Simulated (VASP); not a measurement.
Input of a VASP 6.6.1 run:

POSCAR

```
Mn
1.0
    2.4596328281      0.0000000000      0.0000000000
   -1.2298164140      2.1301045132      0.0000000000
    0.0000000000      0.0000000000      7.9579876579
Mn
4
Direct
    1.0000000000      1.0000000000      0.0000000000
    1.0000000000      0.0000000000      0.5000000000
    0.3333333333      0.6666666667      0.2500000000
    0.6666666667      0.3333333333      0.7500000000
```

File INCAR.step1:

```
SYSTEM = Mn
ALGO = Normal ; EDIFF = 1E-4
ENCUT = 520 ; GGA = PE
ISMEAR = -1 ; LASPH = .True.
LCHARG = .False. ; LREAL = .False.
LWAVE = .True. ; NBANDS = 34
NELM = 80 ; PREC = Accurate
SIGMA = 0.1
```

Contents of INCAR.step2:

```
SYSTEM = Mn
ALGO = Normal ; EDIFF = 1E-6
ENCUT = 520 ; ISIF = 2
ISMEAR = -1 ; ISTART = 1
LASPH = .True. ; LCHARG = .True.
LELF = .True. ; LMIXTAU = .True.
LREAL = .False. ; LVHAR = .True.
LWAVE = .False. ; METAGGA = R2SCAN
NBANDS = 34 ; NELM = 80
PREC = Accurate ; SIGMA = 0.1
```

The input KPOINTS:

```
k-points
0
Gamma
  19 19 6
  0 0 0
```

Potentials or basis: VASP PAW PBE potentials, release 64 (Mn_pv).

Command:

```bash
$ cat potpaw_PBE.64/Mn_pv/POTCAR > POTCAR
$ cp INCAR.step1 INCAR
$ mpirun -np 1 vasp_std > vasp.out
$ cp INCAR.step2 INCAR
$ mpirun -np 1 vasp_std > vasp.out
```

Task: Estimate the pressure.

Result: 0.3 GPa.

Task: What does it give for the band gap on the k mesh?

Result: Zero (bands 26 and 27 overlap by 2.08 eV).

Stress tensor (GPa, compression positive):
```
0.22 0.00 0.00
0.00 0.22 0.00
0.00 0.00 0.41
```

Caveat: the PAW data sets were made with another functional, which shifts forces and pressure a little; the run has no spin polarisation, though such a crystal can be magnetic. Spin polarisation is off, so any magnetic state and its effect on volume and gap are missing.
